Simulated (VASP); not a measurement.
Wanted: the native input for a VASP 6.6.1 run.

* Task: G0W0 quasiparticle levels
* Functional: PBE
* Potentials or basis: VASP PAW PBE potentials, release 64 (Cd_GW, S_GW)
* Cutoff: 500 eV
* k mesh: 6 × 6 × 2
* Occupations: gaussian, width 0.01 eV
* Spin: no spin polarisation
* Dipole correction: no
* GW scheme: G0W0
* GW iterations: 1
* Cutoff of the response function: 150
* Frequency points: 48
* Empty bands: 436
* Further INCAR settings: ALGO = EVGW0; EDIFF = 1e-08; NBANDS = 454

Crystal: CdS.

```
Cd S
1.0
     4.16460    0.00000    0.00000
    -2.08230    3.60665    0.00000
     0.00000    0.00000    6.96899
Cd S
2 2
Direct
  0.33333 0.66667 0.00209
  0.66667 0.33333 0.50209
  0.33333 0.66667 0.37291
  0.66667 0.33333 0.87291
```

One way to write it, as run:

POSCAR

```
CdS
1.0
    4.1646012827      0.0000000000      0.0000000000
   -2.0823006414      3.6066505075      0.0000000000
    0.0000000000      0.0000000000      6.9689908047
Cd S
2 2
Direct
    0.3333333333      0.6666666667      0.0020941798
    0.6666666667      0.3333333333      0.5020941798
    0.3333333333      0.6666666667      0.3729058202
    0.6666666667      0.3333333333      0.8729058202
```

INCAR.step1

```
  PREC = Accurate
  ENCUT = 500
  EDIFF = 1E-8
  ISMEAR = 0
  SIGMA = 0.01
  LREAL = F
  LASPH = T
  NELM = 80
  ALGO = Normal
  LWAVE = T
  LCHARG = F
  GGA = PE
```

INCAR.step2

```
  PREC = Accurate
  ENCUT = 500
  EDIFF = 1E-8
  ISMEAR = 0
  SIGMA = 0.01
  LREAL = F
  LASPH = T
  NELM = 1
  ALGO = Exact
  LWAVE = T
  LCHARG = F
  GGA = PE
  NBANDS = 454
  LOPTICS = T
  ISTART = 1
```

INCAR.step3

```
  PREC = Accurate
  ENCUT = 500
  EDIFF = 1E-8
  ISMEAR = 0
  SIGMA = 0.01
  LREAL = F
  LASPH = T
  ALGO = EVGW0
  LWAVE = F
  LCHARG = F
  GGA = PE
  NELMGW = 1
  NBANDS = 454
  ENCUTGW = 150.0
  NOMEGA = 48
  PRECFOCK = Fast
  ISTART = 1
  NBANDSGW = 26
```

KPOINTS

```
regular mesh
0
Gamma
  6 6 2
```

Potentials or basis: VASP PAW PBE potentials, release 64 (Cd_GW, S_GW).

Run with:

```bash
$ cat potpaw_PBE.64/Cd_GW/POTCAR potpaw_PBE.64/S_GW/POTCAR > POTCAR
$ cp INCAR.step1 INCAR
$ mpirun -np 1 vasp_std > vasp.out
$ cp INCAR.step2 INCAR
$ mpirun -np 1 vasp_std > vasp.out
$ cp INCAR.step3 INCAR
$ mpirun -np 1 vasp_std > vasp.out
```

It gave:

```json
{
 "Quasiparticle gap": "1.85 eV",
 "Least direct quasiparticle gap": "1.85 eV",
 "Band gap of the starting levels on the mesh": "1.04 eV",
 "Least direct gap of the starting levels on the mesh": "1.04 eV"
}
```

Caveat: the k points lie up to 0.45 Å⁻¹ apart; bands, screening cutoff and mesh are small and nothing is extrapolated, so the quasiparticle values aren't converged.

Run time: 85 min on 1 thread of AMD EPYC 9R45 96-Core Processor (Zen 5) (shared host), peak memory 2.5 GiB.
